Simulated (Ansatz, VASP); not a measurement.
## Cl: VASP beside Ansatz

File INCAR:

```
SYSTEM = Cl
PREC = Accurate ; ENCUT = 520
EDIFF = 1E-6 ; ISMEAR = -1
SIGMA = 0.02 ; LREAL = .FALSE.
LASPH = .TRUE. ; NELM = 100
ALGO = Normal ; ISIF = 2
LWAVE = .FALSE. ; LCHARG = .FALSE.
GGA = PE ; NBANDS = 22
```

Contents of KPOINTS:

```
regular mesh
0
G
  8 8 4
  0 0 0
```

File POSCAR:

```
Cl
1.0
    3.1200000000     -2.2400000000      0.0000000000
    3.1200000000      2.2400000000      0.0000000000
    0.0000000000      0.0000000000      8.2600000000
Cl
4
Direct
    0.1300000000      0.8700000000      0.1000000000
    0.6300000000      0.3700000000      0.4000000000
    0.8700000000      0.1300000000      0.9000000000
    0.3700000000      0.6300000000      0.6000000000
```

Input for Ansatz:

```yaml
crystal:
  lattice:
    - [3.12, -2.24, 0.0]
    - [3.12, 2.24, 0.0]
    - [0.0, 0.0, 8.26]
  atoms:
    - { symbol: Cl, position: [0.13, 0.87, 0.1] }
    - { symbol: Cl, position: [0.63, 0.37, 0.4] }
    - { symbol: Cl, position: [0.87, 0.13, 0.9] }
    - { symbol: Cl, position: [0.37, 0.63, 0.6] }
kpoints:
  mp_grid: { grid: [8, 8, 4] }
  band_path:
    path:
      - [0.0, 0.0, 0.0]
      - [0.5, 0.5, 0.0]
      - [0.3788625904, 0.6211374096, 0.0]
      - [-0.3788625904, 0.3788625904, 0.0]
      - [0.0, 0.0, 0.0]
      - [0.0, 0.0, 0.5]
      - [-0.3788625904, 0.3788625904, 0.5]
      - [0.3788625904, 0.6211374096, 0.5]
      - [0.5, 0.5, 0.5]
    npoints: 8
scf:
  occupations: { method: fermi_dirac, width: 0.02 }
hamiltonian:
  xc: pbe
  pseudopotentials: { kind: all_electron, lapw: { basis_error: 0.0005 } }
output:
  forces: true
  stress: true
  eigenvalues: true
  populations: true
  dos: { projected: true, de: 0.2, e_range: [-14, 8] }
```

Alike in both runs: task single point; functional PBE; k mesh 8 × 8 × 4; occupations fermi-dirac, width 0.02 eV; no spin polarisation.

|  | VASP | Ansatz |
| --- | --- | --- |
| version | VASP 6.6.1 | Ansatz 0.2.0 |
| potentials or method | VASP PAW PBE potentials, release 64 (Cl), cutoff 520 eV | all-electron LAPW, scalar-relativistic |

```csv
,VASP,Ansatz,Ansatz less VASP
gap on the k mesh at the Fermi level (eV),2.49,2.45,-0.036
pressure (GPa),0.2,0.5,+0.37
"traceless stress, the component that is largest in VASP (GPa)",1.15,0.84,-0.310
rms of the force components (eV/Å),0.146,0.065,-0.0813
```

Atom by atom the forces differ by 0.103 eV/Å (rms over components). Ansatz ran all-electron here, and VASP with PAW potentials.
